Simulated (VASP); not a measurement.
A run of VASP 6.6.1:

Contents of INCAR:

```
SYSTEM = InP
  PREC = Accurate
  ENCUT = 600
  EDIFF = 1E-6
  ISMEAR = -1
  SIGMA = 0.02
  LREAL = .False.
  LASPH = .True.
  NELM = 100
  ALGO = Normal
  ISIF = 3
  LWAVE = .False.
  LCHARG = .False.
  GGA = CA
  IBRION = 2
  NSW = 80
  EDIFFG = -0.005
```

File KPOINTS:

```
regular mesh
0
Gamma
  6 6 6
  0 0 0
```

Contents of POSCAR:

```
InP
1.0
    0.0000000000      2.9800342627      2.9800342627
    2.9800342627      0.0000000000      2.9800342627
    2.9800342627      2.9800342627      0.0000000000
In P
1 1
Direct
    0.0000000000      0.0000000000      0.0000000000
    0.2500000000      0.2500000000      0.2500000000
```

Potentials or basis: VASP PAW LDA potentials, release 64 (In_d, P).

The run is started by

```bash
$ cat potpaw_LDA.64/In_d/POTCAR potpaw_LDA.64/P/POTCAR > POTCAR
$ mpirun -np 1 vasp_std > vasp.out
```

Hardware: 1 thread of Intel Xeon 8259CL, on a shared host.

Q: Estimate the wall time of this run.

A: Run time: 86 s on 1 thread of Intel Xeon 8259CL, on a shared host, peak memory 0.19 GiB. Counts: scf iterations 42, k points 16, ion steps 6.
